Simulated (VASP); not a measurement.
Input of a VASP 6.6.1 run:

File INCAR:

```
SYSTEM = TeO5
  PREC = Accurate
  ENCUT = 600
  EDIFF = 1E-6
  ISMEAR = 0
  SIGMA = 0.1
  LREAL = .FALSE.
  LASPH = .TRUE.
  NELM = 80
  ALGO = Normal
  ISIF = 3
  LWAVE = .FALSE.
  LCHARG = .FALSE.
  GGA = PE
  IBRION = 2
  NSW = 100
  EDIFFG = -0.01
```

KPOINTS

```
Automatic mesh
0
G
  12 12 4
  0 0 0
```

The input POSCAR:

```
TeO5
1.0
    3.0096964443      0.0000000000      0.0000000000
    0.0000000000      3.0096964443      0.0000000000
    0.0000000000      0.0000000000     10.6456061630
Te O
1 5
Direct
    0.5000000000      0.5000000000      0.0000000000
    0.5000000000      0.5000000000      0.4427100990
    0.5000000000      0.5000000000      0.5572899010
    0.0000000000      0.0000000000      0.1139816132
    0.0000000000      0.0000000000      0.8860183868
    0.0000000000      0.0000000000      0.5000000000
```

Potentials or basis: VASP PAW PBE potentials, release 64 (Te, O).

Launch:

```bash
$ cat potpaw_PBE.64/Te/POTCAR potpaw_PBE.64/O/POTCAR > POTCAR
$ mpirun -np 1 vasp_std > vasp.out
```

Q: Predict the relaxed cell.

A: a = 2.992 Å, b = 2.992 Å, c = 9.984 Å, α = 90.00°, β = 90.00°, γ = 90.00°.

Q: Estimate the space group after relaxing (to 0.1 Å).

A: P4/mmm (No. 123).

The path:
```csv
step,energy change (eV),largest force (eV/Å),pressure (GPa),volume (Å³)
1,0.0000,1.1631,0.25,96.43
2,0.1505,2.8657,-4.27,96.78
3,-0.0140,0.0676,-0.93,96.50
4,-0.0140,0.0506,-0.88,96.50
5,-0.0176,0.0222,-0.12,95.48
6,-0.0176,0.0305,-0.01,95.36
7,-0.0176,0.0283,-0.03,95.38
8,-0.0176,0.0266,-0.04,95.41
9,-0.0177,0.0187,-0.06,95.35
10,-0.0179,0.0394,-0.12,95.18
11,-0.0179,0.1136,-0.22,94.85
12,-0.0179,0.0778,-0.16,95.02
13,-0.0179,0.0745,-0.16,95.01
14,-0.0180,0.0681,-0.15,94.98
15,-0.0181,0.0541,-0.13,94.91
16,-0.0182,0.0450,-0.09,94.79
17,-0.0184,0.0597,-0.03,94.53
18,-0.0183,0.1586,0.12,94.03
19,-0.0184,0.0934,0.06,94.29
20,-0.0186,0.0911,0.06,94.18
21,-0.0190,0.0938,0.05,93.86
22,-0.0199,0.0923,0.07,93.23
23,-0.0214,0.1023,0.13,91.96
24,-0.0227,0.1603,0.31,89.42
25,-0.0208,0.4292,-0.55,89.03
26,-0.0231,0.0281,0.08,89.31
27,-0.0232,0.0073,0.03,89.36
```

Caveat: the standard files for N, O and F lose accuracy on very short bonds; this functional lacks dispersion, which binds layers or chains, so the pressure and a relaxed spacing across them are unreliable.
